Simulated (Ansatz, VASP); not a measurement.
**Ir in VASP and in Ansatz**

INCAR

```
AGGAC = 1.0
AGGAX = 1.0
ALDAC = 0.0
ALDAX = 1.0
ALGO = Normal
EDIFF = 1E-6
ENCUT = 520
GGA = B5
ISIF = 2
ISMEAR = 1
LASPH = True
LCHARG = False
LREAL = False
LWAVE = False
NBANDS = 16
NELM = 60
PREC = Accurate
SIGMA = 0.15
```

File KPOINTS:

```
k-points
0
Gamma
  14 14 8
```

Contents of POSCAR:

```
Ir
1.0
    2.7513778900      0.0000000000      0.0000000000
   -1.3756889500      2.3827631500      0.0000000000
    0.0000000000      0.0000000000      4.4622900000
Ir
2
Direct
    0.6666666720      0.3333333319      0.7500000000
    0.3333333337      0.6666666723      0.2500000000
```

Input for Ansatz:

```yaml
crystal:
  lattice:
    - [2.75137789, 0.0, 0.0]
    - [-1.37568895, 2.38276315, 0.0]
    - [0.0, 0.0, 4.46229]
  atoms:
    - { symbol: Ir, position: [0.6666666720247695, 0.33333333193439724, 0.75] }
    - { symbol: Ir, position: [0.3333333337081771, 0.6666666722624109, 0.25] }
basis:
  ecutwfc: 550.0
kpoints:
  mp_grid:
    grid: [14, 14, 8]
hamiltonian:
  xc: blyp
scf:
  occupations:
    method: cold
    width: 0.15
output:
  stress: true
```

Alike in both runs: task single point; functional BLYP; k mesh 14 × 14 × 8; no spin polarisation.

|  | VASP | Ansatz |
| --- | --- | --- |
| version | VASP 6.6.1 | Ansatz 0.2.0 |
| potentials or method | VASP PAW PBE potentials, release 64 (Ir), cutoff 520 eV | plane waves, PAW |
| occupations | methfessel-paxton of order 1, width 0.15 eV | cold, width 0.15 eV |
| valence electrons in the cell | 18 | 34 |

Ansatz gave:

```
pressure (GPa)                                                : 15.0
traceless stress, the component that is largest in VASP (GPa) : -0.48
```

Problem. Estimate VASP's values.

Solution. Pressure (GPa): 17.9; traceless stress, the component that is largest in VASP (GPa): -0.18.

VASP's potentials were made for PBE, not for BLYP. VASP's potentials hold 18 valence electrons a cell and Ansatz's 34, so a difference there can come from the potentials and not from the codes.

Spin-orbit coupling is off throughout.
